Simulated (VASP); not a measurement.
# LiOs2 (Fd-3m) in VASP: a series of runs, part 2 of 2

VASP 6.6.1.

**3. Relaxation of cell and atoms, PBE**

This run uses another cell than the first one, of 15.92 Å³/atom, 0.995 times its volume.

INCAR

```
SYSTEM = LiOs2
PREC = Accurate
ENCUT = 600
EDIFF = 1E-6
ISMEAR = 0
SIGMA = 0.1
LREAL = .FALSE.
LASPH = .TRUE.
NELM = 80
ALGO = Fast
ISIF = 3
LWAVE = .FALSE.
LCHARG = .FALSE.
GGA = PE
IBRION = 2
NSW = 100
EDIFFG = -0.01
```

KPOINTS

```
regular mesh
0
G
  10 10 10
  0 0 0
```

POSCAR

```
LiOs2
1.0
    0.0000000000      3.6284264480      3.6284264480
    3.6284264480      0.0000000000      3.6284264480
    3.6284264480      3.6284264480      0.0000000000
Li Os
2 4
Direct
    0.5000000000      0.5000000000      0.5000000000
    0.7500000000      0.7500000000      0.7500000000
    0.1250000000      0.1250000000      0.1250000000
    0.6250000000      0.1250000000      0.1250000000
    0.1250000000      0.1250000000      0.6250000000
    0.1250000000      0.6250000000      0.1250000000
```

Potentials or basis: VASP PAW PBE potentials, release 64 (Li_sv, Os).

Command:

```bash
$ cat potpaw_PBE.64/Li_sv/POTCAR potpaw_PBE.64/Os/POTCAR > POTCAR
$ mpirun -np 1 vasp_std > vasp.out
```

OUTCAR:

```text
SYSTEM = LiOs2
   PREC = Accurate
   ENCUT = 600
   EDIFF = 1E-6
   ISMEAR = 0
   LREAL = .FALSE.
   LASPH = .TRUE.
   NELM = 80
   ISIF = 3
   GGA = PE
   IBRION = 2
   NSW = 100
   EDIFFG = -0.01

 ion  position               nearest neighbor table
   1  0.500  0.500  0.500-
   2  0.750  0.750  0.750-
   3  0.125  0.125  0.125-   4 2.57   5 2.57   6 2.57   5 2.57   6 2.57   4 2.57
   4  0.625  0.125  0.125-   3 2.57   5 2.57   6 2.57   3 2.57   5 2.57   6 2.57
   5  0.125  0.125  0.625-   3 2.57   3 2.57   4 2.57   6 2.57   6 2.57   4 2.57
   6  0.125  0.625  0.125-   3 2.57   5 2.57   3 2.57   4 2.57   5 2.57   4 2.57

  LATTYP: Found a face centered cubic cell.
 ALAT       =     7.2568528960

  Lattice vectors:

 A1 = (   0.0000000000,   3.6284264480,   3.6284264480)
 A2 = (   3.6284264480,   0.0000000000,   3.6284264480)
 A3 = (   3.6284264480,   3.6284264480,   0.0000000000)

Analysis of symmetry for initial positions (statically):
=====================================================================
 Subroutine PRICEL returns:
 Original cell was already a primitive cell.

 Routine SETGRP: Setting up the symmetry group for a
 face centered cubic supercell.

 Subroutine GETGRP returns: Found 48 space group operations
 (whereof 24 operations were pure point group operations)
 out of a pool of 48 trial point group operations.

The static configuration has the point symmetry T_d .
 The point group associated with its full space group is O_h .

Analysis of symmetry for dynamics (positions and initial velocities):
=====================================================================
 Subroutine PRICEL returns:
 Original cell was already a primitive cell.

 Routine SETGRP: Setting up the symmetry group for a
 face centered cubic supercell.

 Subroutine GETGRP returns: Found 48 space group operations
 (whereof 24 operations were pure point group operations)
 out of a pool of 48 trial point group operations.
[... 132 lines left out ...]
  Fermi-wavevector in a.u.,A,eV,Ry     =   1.203948  2.275132 19.721517  1.449491
  Thomas-Fermi vector in A             =   2.339687
   LORBIT       =      0    0 simple, 1 ext, 2 COOP (PROOUT), +10 PAW based schemes
   GGA     = PE    functional components
   LHFCALC =     F    Hartree Fock is set to
   AEXX    =    0.0000 exact exchange contribution
   IVDW    =     0    specifies the selected vdW correction
   LEPSILON=     F    determine dielectric tensor
   LRPA    =     F    only Hartree local field effects (RPA)
 conjugate gradient relaxation of ions
 non-spin polarized calculation
 RMM-DIIS sequential band-by-band and
 Gauss-broadening in eV      SIGMA  =   0.10
  energy-cutoff  :      600.00
  volume of cell :       95.54
 maximum number of plane-waves:      3250
 NGX is ok and might be reduce to    42
   NGX = 21   NGY = 21   NGZ = 21

--------------------------------------- Ionic step        1  -------------------------------------------

 number of electron      38.0000015 magnetization

 Free energy of the ion-electron system (eV)
  ---------------------------------------------------
  ext. energy  EPLUGINS =         0.00000000
  ---------------------------------------------------
  free energy    TOTEN  =       -45.63517481 eV

  energy without entropy =      -45.60515748  energy(sigma->0) =      -45.62016614

------------------------ aborting loop because EDIFF is reached ----------------------------------------

  FORCE on cell =-STRESS in cart. coord.  units (eV):
  Direction    XX          YY          ZZ          XY          YZ          ZX
  --------------------------------------------------------------------------------------
  -------------------------------------------------------------------------------------
  Total        0.4343539      0.4343539      0.4343539      0.0000000     -0.0000000      0.0000000
  in kB        7.2839897      7.2839897      7.2839897      0.0000000     -0.0000000      0.0000000
  external PRESSURE =       7.2839897 kB  Pullay stress =       0.0000000 kB
[... 67 lines left out ...]
--------------------------------------- Ionic step        3  -------------------------------------------

 number of electron      38.0000016 magnetization

 Free energy of the ion-electron system (eV)
  ---------------------------------------------------
  ext. energy  EPLUGINS =         0.00000000
  ---------------------------------------------------
  free energy    TOTEN  =       -45.63596910 eV

  energy without entropy =      -45.60577467  energy(sigma->0) =      -45.62087188

 E-fermi :   5.0546     XC(G=0): -11.3612

 val. band max:        5.0523198154   @ k =  -0.3000   0.2000   0.0000
 cond. band min:       5.0551001620   @ k =   0.5000   0.2000   0.1000
 fundamental gap:      0.0027803466
 Fermi energy:         5.0546489975

 k-point     1 :       0.0000    0.0000    0.0000
  band No.  band energies     occupation
      1     -40.0081      2.00000
      2     -39.9987      2.00000
      3      -4.4588      2.00000
      4      -1.1497      2.00000
      5      -0.9429      2.00000
      6      -0.9429      2.00000
[... 613 lines left out ...]
     22       5.7299      0.00000
     23       5.7750      0.00000

 [... further k-points ...]
[... 5 lines left out ...]
  --------------------------------------------------------------------------------------
  -------------------------------------------------------------------------------------
  Total        0.0064470      0.0064470      0.0064470     -0.0000000     -0.0000000     -0.0000000
  in kB        0.1077116      0.1077116      0.1077116     -0.0000000     -0.0000000     -0.0000000
  external PRESSURE =       0.1077116 kB  Pullay stress =       0.0000000 kB
[... 21 lines left out ...]
  FREE ENERGIE OF THE ION-ELECTRON SYSTEM (eV)
  ---------------------------------------------------
  free  energy   TOTEN  =       -45.6359690966 eV

  energy  without entropy=      -45.6057746660  energy(sigma->0) =      -45.62087188

 reached required accuracy - stopping structural energy minimisation
```

OSZICAR:

```text
N       E                     dE             d eps       ncg     rms          rms(c)
DAV:   1     0.286467831571E+03    0.28647E+03   -0.18594E+04  2162   0.182E+03
DAV:   2    -0.835336089234E+01   -0.29482E+03   -0.28745E+03  2225   0.534E+02
DAV:   3    -0.462766290640E+02   -0.37923E+02   -0.36649E+02  3771   0.124E+02
[... 50 lines left out ...]
RMM:   8    -0.456359654774E+02    0.23969E-04   -0.20081E-04  2696   0.797E-02    0.484E-02
RMM:   9    -0.456359644431E+02    0.10343E-05   -0.70583E-05  2769   0.450E-02    0.213E-02
RMM:  10    -0.456359720970E+02   -0.76539E-05   -0.44108E-05  2831   0.327E-02    0.117E-02
RMM:  11    -0.456359682864E+02    0.38106E-05   -0.21472E-05  2770   0.309E-02    0.357E-03
RMM:  12    -0.456359693296E+02   -0.10431E-05   -0.14443E-05  2584   0.191E-02    0.317E-03
RMM:  13    -0.456359690966E+02    0.23298E-06   -0.10039E-06  1455   0.128E-02
   3 F= -.45635969E+02 E0= -.45620872E+02  d E =-.794289E-03
```

CONTCAR:

```text
LiOs2
   1.00000000000000
     0.0000000000000000    3.6329523078014549    3.6329523078014549
     3.6329523078014549   -0.0000000000000000    3.6329523078014549
     3.6329523078014549    3.6329523078014549    0.0000000000000000
  Li              Os
     2     4
Direct
     0.5000000000000000    0.5000000000000000    0.5000000000000000
     0.7500000000000000    0.7500000000000000    0.7500000000000000
     0.1250000000000000    0.1250000000000000    0.1250000000000000
     0.6250000000000000    0.1250000000000000    0.1250000000000000
     0.1250000000000000    0.1250000000000000    0.6250000000000000
     0.1250000000000000    0.6250000000000000    0.1250000000000000

  0.00000000E+00  0.00000000E+00  0.00000000E+00
  0.00000000E+00  0.00000000E+00  0.00000000E+00
  0.00000000E+00  0.00000000E+00  0.00000000E+00
  0.00000000E+00  0.00000000E+00  0.00000000E+00
  0.00000000E+00  0.00000000E+00  0.00000000E+00
  0.00000000E+00  0.00000000E+00  0.00000000E+00
```

Run time: 20 min. Hardware: 1 thread of Intel Xeon 8259CL, shared host; peak memory 0.34 GiB.

Results:

```
Free energy                            : -45.6360 eV
Relaxed volume                         : 15.98 Å³/atom
Relaxed cell                           : a = 5.138 Å, b = 5.138 Å, c = 5.138 Å, α = 60.00°, β = 60.00°, γ = 60.00°
Space group after relaxing (to 0.05 Å) : Fd-3m (No. 227)
Energy gained by relaxing              : 0.1 meV/atom
Ionic steps                            : 3
Pressure after relaxing                : 0.0 GPa
Band gap on the k mesh                 : zero (band 19 reaches 5.81 eV, above the bottom of band 20 at 3.67 eV)
```

The path:
| step | energy change (eV) | largest force (eV/Å) | pressure (GPa) | volume (Å³) |
| --- | --- | --- | --- | --- |
| 1 | 0.0000 | 0.0000 | 0.73 | 95.54 |
| 2 | 0.0018 | 0.0000 | -1.28 | 96.54 |
| 3 | -0.0008 | 0.0000 | 0.01 | 95.90 |

Final structure:
```xyz
6
Lattice="0.0000 3.6330 3.6330 3.6330 0.0000 3.6330 3.6330 3.6330 0.0000" Properties=species:S:1:pos:R:3 pbc="T T T"
Li    3.6330    3.6330    3.6330
Li    5.4494    5.4494    5.4494
Os    0.9082    0.9082    0.9082
Os    0.9082    2.7247    2.7247
Os    2.7247    2.7247    0.9082
Os    2.7247    0.9082    2.7247
```

Caveat: the cutoff is under 1.25 times the usual one of these potentials, so pressure, stress and relaxed cells hold a basis-set (Pulay) error; spin-orbit coupling is left out, which moves the levels of the heavy elements.
